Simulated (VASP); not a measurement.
# ZnCu (Pm-3m) in VASP: notebook

The runs below take ZnCu through single point, with PBE.

Everything below comes from runs of VASP 6.6.1. Logs are shortened: lines on timing, memory, paths and dates and some standing lists are left out, and cuts for length are marked.

### Step 1. The cell of the first run

The structure is cubic, space group Pm-3m (No. 221). Conventional cell: a = 2.945 Å, b = 2.945 Å, c = 2.945 Å, α = 90.00°, β = 90.00°, γ = 90.00°. Zn (site symmetry m-3m) has 8 Cu at 2.55 Å and 6 Zn at 2.94 Å within 3.4 Å. Within 3.4 Å of Cu (site symmetry m-3m) lie 8 Zn at 2.55 Å and 6 Cu at 2.94 Å.

### Step 2. Single point, PBE

INCAR

```
ALGO = Normal
EDIFF = 1E-6
ENCUT = 600
GGA = PE
GGA_COMPAT = F
ISIF = 2
ISMEAR = 1
LASPH = T
LCHARG = T
LELF = T
LREAL = F
LVHAR = T
LWAVE = F
NBANDS = 18
NELM = 120
PREC = Accurate
SIGMA = 0.5
```

KPOINTS

```
k-points
0
Gamma
  9 9 9
```

POSCAR

```
ZnCu
1.0
    2.9450000000      0.0000000000      0.0000000000
    0.0000000000      2.9450000000      0.0000000000
    0.0000000000      0.0000000000      2.9450000000
Zn Cu
1 1
Direct
    0.5000000000      0.5000000000      0.5000000000
    0.0000000000      0.0000000000      0.0000000000
```

Potentials or basis: VASP PAW PBE potentials, release 64 (Zn, Cu).

Command:

```sh
$ cat potpaw_PBE.64/Zn/POTCAR potpaw_PBE.64/Cu/POTCAR > POTCAR
$ mpirun -np 1 vasp_std > vasp.out
```

OUTCAR:

```text
EDIFF = 1E-6
   ENCUT = 600
   GGA = PE
   ISIF = 2
   ISMEAR = 1
   LASPH = T
   LREAL = F
   NELM = 120
   PREC = Accurate

 ion  position               nearest neighbor table
   1  0.500  0.500  0.500-   2 2.55   2 2.55   2 2.55   2 2.55   2 2.55   2 2.55   2 2.55   2 2.55

   2  0.000  0.000  0.000-   1 2.55   1 2.55   1 2.55   1 2.55   1 2.55   1 2.55   1 2.55   1 2.55

  LATTYP: Found a simple cubic cell.
 ALAT       =     2.9450000000

  Lattice vectors:

 A1 = (   2.9450000000,   0.0000000000,   0.0000000000)
 A2 = (   0.0000000000,   2.9450000000,   0.0000000000)
 A3 = (   0.0000000000,   0.0000000000,   2.9450000000)

Analysis of symmetry for initial positions (statically):
=====================================================================
 Subroutine PRICEL returns:
 Original cell was already a primitive cell.

 Routine SETGRP: Setting up the symmetry group for a
 simple cubic supercell.

 Subroutine GETGRP returns: Found 48 space group operations
 (whereof 48 operations were pure point group operations)
 out of a pool of 48 trial point group operations.

The static configuration has the point symmetry O_h .

Analysis of symmetry for dynamics (positions and initial velocities):
=====================================================================
 Subroutine PRICEL returns:
 Original cell was already a primitive cell.

 Routine SETGRP: Setting up the symmetry group for a
 simple cubic supercell.

 Subroutine GETGRP returns: Found 48 space group operations
 (whereof 48 operations were pure point group operations)
 out of a pool of 48 trial point group operations.

The dynamic configuration has the point symmetry O_h .

 Subroutine INISYM returns: Found 48 space group operations
 (whereof 48 operations are pure point group operations),
 and found     1 'primitive' translations

----------------------------------------------------------------------------------------

                                     Primitive cell

  volume of cell :      25.5421

  direct lattice vectors                    reciprocal lattice vectors
     2.945000000  0.000000000  0.000000000     0.339558574  0.000000000  0.000000000
     0.000000000  2.945000000  0.000000000     0.000000000  0.339558574  0.000000000
     0.000000000  0.000000000  2.945000000     0.000000000  0.000000000  0.339558574

  length of vectors
     2.945000000  2.945000000  2.945000000     0.339558574  0.339558574  0.339558574

  position of ions in fractional coordinates (direct lattice)
     0.500000000  0.500000000  0.500000000
     0.000000000  0.000000000  0.000000000

  ion indices of the primitive-cell ions
   primitive index   ion index
                 1           1
                 2           2

----------------------------------------------------------------------------------------

 KPOINTS: k-points

Automatic generation of k-mesh.
 Grid dimensions read from file:
 generate k-points for:    9    9    9

 Generating k-lattice:

  Cartesian coordinates                     Fractional coordinates (reciprocal lattice)
     0.037728730  0.000000000  0.000000000     0.111111111  0.000000000  0.000000000
     0.000000000  0.037728730  0.000000000     0.000000000  0.111111111  0.000000000
     0.000000000  0.000000000  0.037728730     0.000000000  0.000000000  0.111111111

  Length of vectors
     0.037728730  0.037728730  0.037728730

  Shift w.r.t. Gamma in fractional coordinates (k-lattice)
     0.000000000  0.000000000  0.000000000

 Subroutine IBZKPT returns following result:
 ===========================================

 Found     35 irreducible k-points:

 Following reciprocal coordinates:
            Coordinates               Weight
  0.000000  0.000000  0.000000      1.000000
  0.111111  0.000000  0.000000      6.000000
  0.222222  0.000000  0.000000      6.000000
  0.333333  0.000000  0.000000      6.000000
  0.444444  0.000000  0.000000      6.000000
  0.111111  0.111111  0.000000     12.000000
[... 16 lines left out ...]
  0.333333  0.333333  0.111111     24.000000
  0.444444  0.333333  0.111111     48.000000
 [... further k-points ...]
   k-points           NKPTS =     35   k-points in BZ     NKDIM =     35   number of bands    NBANDS=     18
   number of dos      NEDOS =    301   number of ions     NIONS =      2
   total plane-waves  NPLWV =  13824
   dimension x,y,z NGX =    24 NGY =   24 NGZ =   24
   dimension x,y,z NGXF=    48 NGYF=   48 NGZF=   48
   ions per type =               1   1
   NGX,Y,Z   is equivalent  to a cutoff of  13.55, 13.55, 13.55 a.u.
   NGXF,Y,Z  is equivalent  to a cutoff of  27.10, 27.10, 27.10 a.u.
 SYSTEM =  unknown system
   PREC   = accura    normal or accurate (medium, high low for compatibility)
   ISTART =      0    job   : 0-new  1-cont  2-samecut
   ICHARG =      2    charge: 1-file 2-atom 10-const
   ISPIN  =      1    spin polarized calculation?
   LNONCOLLINEAR =      F non collinear calculations
   LSORBIT =      F    spin-orbit coupling
   LASPH  =      T    aspherical Exc in radial PAW
   ENCUT  =  600.0 eV  44.10 Ry    6.64 a.u.   5.88  5.88  5.88*2*pi/ulx,y,z
   NELM   =    120;   NELMIN=  2; NELMDL= -5     # of ELM steps
   EDIFF  = 0.1E-05   stopping-criterion for ELM
   LREAL  =      F    real-space projection
   EDIFFG = 0.1E-04   stopping-criterion for IOM
   NSW    =      0    number of steps for IOM
   IBRION =     -1    ionic relax: 0-MD 1-quasi-New 2-CG
   NFREE  =      0    steps in history (QN), initial steepest desc. (CG)
   ISIF   =      2    stress and relaxation
   ISYM   =      2    0-nonsym 1-usesym 2-fastsym
   POTIM  = 0.5000    time-step for ionic-motion
   TEBEG  =    0.0;   TEEND  =   0.0 temperature during run
   PSTRESS=    0.0 pullay stress
   NELECT =      23.0000    total number of electrons
   NUPDOWN=      -1.0000    fix difference up-down
   EMIN   =  10.00;   EMAX   =-10.00  energy-range for DOS
   EFERMI =   0.00;   METHOD = LEGACY
   ISMEAR =     1;   SIGMA  =   0.50  broadening in eV -4-tet -1-fermi 0-gaus
   EFERMI_NEDOS =   21; number of points for ismear=-14 and -15
   IALGO  =     38    algorithm
   IMIX   =      4    mixing-type and parameters
     AMIX     =   0.40;   BMIX     =  1.00
     AMIX_MAG =   1.60;   BMIX_MAG =  1.00
  volume/ion in A,a.u.               =      12.77        86.18
  Fermi-wavevector in a.u.,A,eV,Ry     =   1.580880  2.987429 34.003415  2.499180
  Thomas-Fermi vector in A             =   2.681040
   LORBIT       =      0    0 simple, 1 ext, 2 COOP (PROOUT), +10 PAW based schemes
   GGA     = PE    functional components
   LHFCALC =     F    Hartree Fock is set to
   AEXX    =    0.0000 exact exchange contribution
   IVDW    =     0    specifies the selected vdW correction
   LEPSILON=     F    determine dielectric tensor
   LRPA    =     F    only Hartree local field effects (RPA)
 non-spin polarized calculation
 Methfessel and Paxton  Order N= 1 SIGMA  =   0.50
  energy-cutoff  :      600.00
  volume of cell :       25.54
 maximum number of plane-waves:       870
 NGX is ok and might be reduce to    24
   NGX = 11   NGY = 11   NGZ = 11

 number of electron      23.0000000 magnetization

 Free energy of the ion-electron system (eV)
  ---------------------------------------------------
  ext. energy  EPLUGINS =         0.00000000
  ---------------------------------------------------
  free energy    TOTEN  =        -4.99436553 eV

  energy without entropy =       -4.98775594  energy(sigma->0) =       -4.99216233

 E-fermi :   5.5627     XC(G=0): -12.4012

 val. band max:        5.5388009347   @ k =   0.3333   0.3333   0.0000
 cond. band min:       5.7278759118   @ k =   0.4444   0.4444   0.2222
 fundamental gap:      0.1890749771
 Fermi energy:         5.5626588969

 k-point     1 :       0.0000    0.0000    0.0000
  band No.  band energies     occupation
      1      -4.7962      2.00000
      2      -2.3063      2.00000
      3      -2.3063      2.00000
      4      -1.6111      2.00000
      5      -1.6111      2.00000
      6      -1.6111      2.00000
[... 10 lines left out ...]
     17      17.8234      0.00000
     18      28.9808      0.00000

 k-point     2 :       0.1111    0.0000    0.0000
  band No.  band energies     occupation
      1      -4.5734      2.00000
      2      -2.2809      2.00000
      3      -2.2585      2.00000
      4      -1.6304      2.00000
      5      -1.6304      2.00000
      6      -1.6015      2.00000
[... 10 lines left out ...]
     17      19.4893      0.00000
     18      26.9717      0.00000

 k-point     3 :       0.2222    0.0000    0.0000
  band No.  band energies     occupation
      1      -3.9261      2.00000
      2      -2.2156      2.00000
      3      -2.1213      2.00000
      4      -1.6790      2.00000
      5      -1.6790      2.00000
      6      -1.5770      2.00000
[... 10 lines left out ...]
     17      23.4518      0.00000
     18      24.1919      0.00000

 k-point     4 :       0.3333    0.0000    0.0000
  band No.  band energies     occupation
      1      -2.9867      2.00000
      2      -2.1393      2.00000
      3      -1.8441      2.00000
      4      -1.7339      2.00000
      5      -1.7339      2.00000
      6      -1.5488      2.00000
[... 375 lines left out ...]
      4      -1.8223      2.00000
      5      -1.7154      2.00000
      6      -0.0475      2.00000
[... 10 lines left out ...]
     17      22.0201      0.00000
     18      22.9933      0.00000

 k-point    23 :       0.3333    0.3333    0.1111
  band No.  band energies     occupation
      1      -2.3347      2.00000
      2      -2.0904      2.00000
      3      -1.8450      2.00000
      4      -1.8051      2.00000
      5      -1.6296      2.00000
      6      -0.4723      2.00000
[... 10 lines left out ...]
     17      19.9582      0.00000
     18      21.7438      0.00000

 k-point    24 :       0.4444    0.3333    0.1111
  band No.  band energies     occupation
      1      -2.3582      2.00000
      2      -2.0846      2.00000
      3      -1.8881      2.00000
      4      -1.8305      2.00000
      5      -1.5265      2.00000
      6       0.4692      2.00000
[... 10 lines left out ...]
     17      20.8369      0.00000
     18      21.9625      0.00000

 [... further k-points ...]

------------------------ aborting loop because EDIFF is reached ----------------------------------------

  FORCE on cell =-STRESS in cart. coord.  units (eV):
  Direction    XX          YY          ZZ          XY          YZ          ZX
  --------------------------------------------------------------------------------------
  -------------------------------------------------------------------------------------
  Total        0.4882606      0.4882606      0.4882606      0.0000000      0.0000000      0.0000000
  in kB       30.6271318     30.6271318     30.6271318      0.0000000      0.0000000      0.0000000
  external PRESSURE =      30.6271318 kB  Pullay stress =       0.0000000 kB

 VOLUME and BASIS-vectors are now :
 -----------------------------------------------------------------------------
  energy-cutoff  :      600.00
  volume of cell :       25.54
      direct lattice vectors                 reciprocal lattice vectors
     2.945000000  0.000000000  0.000000000     0.339558574  0.000000000  0.000000000
     0.000000000  2.945000000  0.000000000     0.000000000  0.339558574  0.000000000
     0.000000000  0.000000000  2.945000000     0.000000000  0.000000000  0.339558574

 POSITION                                       TOTAL-FORCE (eV/Angst)
 -----------------------------------------------------------------------------------
      1.47250      1.47250      1.47250         0.000000      0.000000      0.000000
      0.00000      0.00000      0.00000         0.000000      0.000000      0.000000
 -----------------------------------------------------------------------------------
    total drift:                                0.000000      0.000000     -0.000000

  FREE ENERGIE OF THE ION-ELECTRON SYSTEM (eV)
  ---------------------------------------------------
  free  energy   TOTEN  =        -4.9943655311 eV

  energy  without entropy=       -4.9877559375  energy(sigma->0) =       -4.99216233
```

It took 6.5 s on 1 thread of Intel Xeon 6975P-C (Granite Rapids), shared host; peak memory 0.15 GiB.

What came out:

```yaml
Free_energy: -4.9944 eV
Pressure: 3.1 GPa
Band_gap_on_the_k_mesh: zero (an odd number of electrons rules out a gap without spin polarisation)
```

Caveat: the cell stands under pressure; so wide a smearing shifts energies and pressures.

### Step 3. Single point, PBE

INCAR

```
SYSTEM = ZnCu
PREC     = Accurate       ! precision mode
ENCUT    = 600            ! plane-wave cutoff, eV
EDIFF    = 1E-6           ! SCF threshold, eV
ISMEAR   = 1              ! smearing method
SIGMA    = 0.3            ! smearing width, eV
LREAL    = .FALSE.        ! projectors in reciprocal space
LASPH    = .TRUE.         ! aspherical terms in the spheres
NELM     = 120            ! most SCF steps
ALGO     = Normal         ! electronic algorithm
ISIF     = 2              ! what is computed and relaxed
LWAVE    = .FALSE.        ! write WAVECAR
LCHARG   = .FALSE.        ! write CHGCAR
GGA      = PE             ! functional
NBANDS   = 18             ! bands
GGA_COMPAT= .FALSE.
```

KPOINTS

```
Automatic mesh
0
G
  9 9 9
  0 0 0
```

POSCAR is that of step 2.

Potentials or basis: VASP PAW PBE potentials, release 64 (Zn, Cu).

Command:

```sh
$ cat potpaw_PBE.64/Zn/POTCAR potpaw_PBE.64/Cu/POTCAR > POTCAR
$ mpirun -np 1 vasp_std > vasp.out
```

Run time: 6 s. Hardware: 1 thread of Intel Xeon 6975P-C (Granite Rapids), shared host; peak memory 0.15 GiB.

Results (log left out):

```yaml
Free_energy: -4.9930 eV
Pressure: 3.1 GPa
Band_gap_on_the_k_mesh: zero (an odd number of electrons rules out a gap without spin polarisation)
```

Levels at points of the mesh, in eV from the Fermi level:
```csv
k point,band 8,band 9,band 10,band 11,band 12,band 13,band 14,band 15
"(0.00, 0.00, 0.00)",-3.63,-2.78,-2.78,-2.78,6.18,6.18,6.18,11.21
```

Caveat: the cell stands under pressure; so wide a smearing shifts energies and pressures.

### Step 4. Single point, PBE

INCAR

```
  ALGO = Normal
  EDIFF = 1E-6
  ENCUT = 600
  GGA = PE
  GGA_COMPAT = False
  ISIF = 2
  ISMEAR = 1
  LASPH = True
  LCHARG = False
  LREAL = False
  LWAVE = False
  NBANDS = 18
  NELM = 120
  PREC = Accurate
  SIGMA = 0.2
```

KPOINTS

```
k-points
0
Gamma
  9 9 9
```

POSCAR is that of step 3.

Command:

```sh
$ cat potpaw_PBE.64/Zn/POTCAR potpaw_PBE.64/Cu/POTCAR > POTCAR
$ mpirun -np 1 vasp_std > vasp.out
```

Wall time 6.1 s (1 thread of Intel Xeon 6975P-C (Granite Rapids), shared host); peak memory 0.15 GiB.

Results (log left out):

```
Free energy            : -4.9932 eV
Pressure               : 3.1 GPa
Band gap on the k mesh : zero (an odd number of electrons rules out a gap without spin polarisation)
```

Levels at points of the mesh, in eV from the Fermi level:
```tsv
k point	band 7	band 8	band 9	band 10	band 11	band 12	band 13	band 14	band 15	band 16
(0.00, 0.00, 0.00)	-3.65	-3.65	-2.81	-2.81	-2.81	6.16	6.16	6.16	11.18	11.18
```

Caveat: the cell stands under pressure.

### Step 5. Single point, PBE

INCAR

```
SYSTEM = ZnCu
ALGO = Normal ; EDIFF = 1E-6
ENCUT = 600 ; GGA = PE
GGA_COMPAT = .FALSE. ; ISIF = 2
ISMEAR = 1 ; LASPH = .TRUE.
LCHARG = .TRUE. ; LELF = .TRUE.
LREAL = .FALSE. ; LVHAR = .TRUE.
LWAVE = .FALSE. ; NBANDS = 18
NELM = 120 ; PREC = Accurate
SIGMA = 0.1
```

KPOINTS

```
k-points
0
G
  9 9 9
  0 0 0
```

POSCAR is that of step 4.

Command:

```sh
$ cat potpaw_PBE.64/Zn/POTCAR potpaw_PBE.64/Cu/POTCAR > POTCAR
$ mpirun -np 1 vasp_std > vasp.out
```

Wall time 6.3 s (1 thread of Intel Xeon 6975P-C (Granite Rapids), shared host); peak memory 0.15 GiB.

The run converged. Its results:

```
Free energy            : -4.9939 eV
Pressure               : 3.0 GPa
Band gap on the k mesh : zero (an odd number of electrons rules out a gap without spin polarisation)
```

Levels at points of the mesh, in eV from the Fermi level:
| k point | band 9 | band 10 | band 11 | band 12 | band 13 | band 14 |
| --- | --- | --- | --- | --- | --- | --- |
| (0.00, 0.00, 0.00) | -2.85 | -2.85 | -2.85 | 6.12 | 6.12 | 6.12 |

Caveat: the cell stands under pressure.

### Step 6. The runs side by side

| smearing | gap on the mesh (eV) | pressure (GPa) |
| --- | --- | --- |
| methfessel-paxton 0.5 eV | none | 3.1 |
| methfessel-paxton 0.3 eV | none | 3.1 |
| methfessel-paxton 0.2 eV | none | 3.1 |
| methfessel-paxton 0.1 eV | none | 3.0 |

Alike in all rows: task single point; level PBE; potentials or basis VASP PAW PBE potentials, release 64 (Zn, Cu); no spin polarisation; cell as given; k mesh 9 × 9 × 9; cutoff (eV) 600.

Caveats: the cell stands under pressure; so wide a smearing shifts energies and pressures (at least some runs).

Total energies depend on the potentials used, so only differences within one code and one set of settings carry meaning.
